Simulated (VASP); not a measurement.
Write the native input for VASP 6.6.1 that does the following.

* Task: single point
* Functional: PBE
* Potentials or basis: VASP PAW PBE potentials, release 64 (Ir)
* Cutoff: 520 eV
* k mesh: 4 × 4 × 4
* Occupations: fermi-dirac, width 0.15 eV
* Spin: no spin polarisation
* Dipole correction: no
* Further INCAR settings: ALGO = Normal; EDIFF = 1e-06; NBANDS = 10

The structure of Ir lies in POSCAR:

```
Ir
1.0
    0.0000000000      1.9354000000      1.9354000000
    1.9354000000      0.0000000000      1.9354000000
    1.9354000000      1.9354000000      0.0000000000
Ir
1
Direct
    0.0000000000      0.0000000000      0.0000000000
```

These files were run (other wordings do the same):

INCAR

```
PREC = Accurate
ENCUT = 520
EDIFF = 1E-6
ISMEAR = -1
SIGMA = 0.15
LREAL = False
LASPH = True
NELM = 100
ALGO = Normal
ISIF = 2
LWAVE = False
LCHARG = False
GGA = PE
NBANDS = 10
```

KPOINTS

```
Automatic mesh
0
Gamma
  4 4 4
```

Potentials or basis: VASP PAW PBE potentials, release 64 (Ir).

Run with:

```sh
$ cat potpaw_PBE.64/Ir/POTCAR > POTCAR
$ mpirun -np 1 vasp_std > vasp.out
```

Results of the run:

```yaml
Pressure: -8.5 GPa
```

Caveat: the k points lie up to 0.70 Å⁻¹ apart.

It took 2.5 s on 1 thread of Intel(R) Xeon(R) Platinum 8375C CPU @ 2.90GHz (Ice Lake), with other jobs on the host, peak memory 0.12 GiB.
